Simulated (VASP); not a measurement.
Mo, 1 atom in the cell. It takes space group Im-3m (No. 229, cubic). The conventional cell has a = 3.160 Å, b = 3.160 Å, c = 3.160 Å, α = 90.00°, β = 90.00°, γ = 90.00°. Mo (site symmetry m-3m) has 14 Mo at 2.74 to 3.16 Å within 3.6 Å. 

```yaml
Program: VASP 6.6.1
Task: density of states
Functional: PBE
Potentials_or_basis: VASP PAW PBE potentials, release 64 (Mo_sv)
Cutoff: 520 eV
k_mesh: 18 × 18 × 18
Occupations: gaussian, width 0.1 eV
Spin: non-collinear spin, zero start, spin-orbit coupling
Starting_moments: "[[0.0, 0.0, 0.0]] μB"
Dipole_correction: no
k_mesh_for_the_DOS: 27 × 27 × 27
Occupations_for_the_DOS: tetrahedron
Further_INCAR_settings: ALGO = Normal; EDIFF = 1e-06; NBANDS = 25
```

Potentials or basis: VASP PAW PBE potentials, release 64 (Mo_sv).

Launch:

```sh
$ cat potpaw_PBE.64/Mo_sv/POTCAR > POTCAR
$ cp INCAR.step1 INCAR
$ cp KPOINTS.step1 KPOINTS
$ mpirun -np 1 vasp_ncl > vasp.out
$ cp INCAR.step2 INCAR
$ cp KPOINTS.step2 KPOINTS
$ mpirun -np 1 vasp_ncl > vasp.out
```

Hardware: 1 thread of Intel(R) Xeon(R) Platinum 8259CL CPU @ 2.50GHz (Skylake/Cascade Lake), on a shared host.

Problem. How long does it take, and how much memory?

Solution. Wall time 5.3 min on 1 thread of Intel(R) Xeon(R) Platinum 8259CL CPU @ 2.50GHz (Skylake/Cascade Lake) (shared host), peak memory 0.48 GiB. Counts: k points 560.
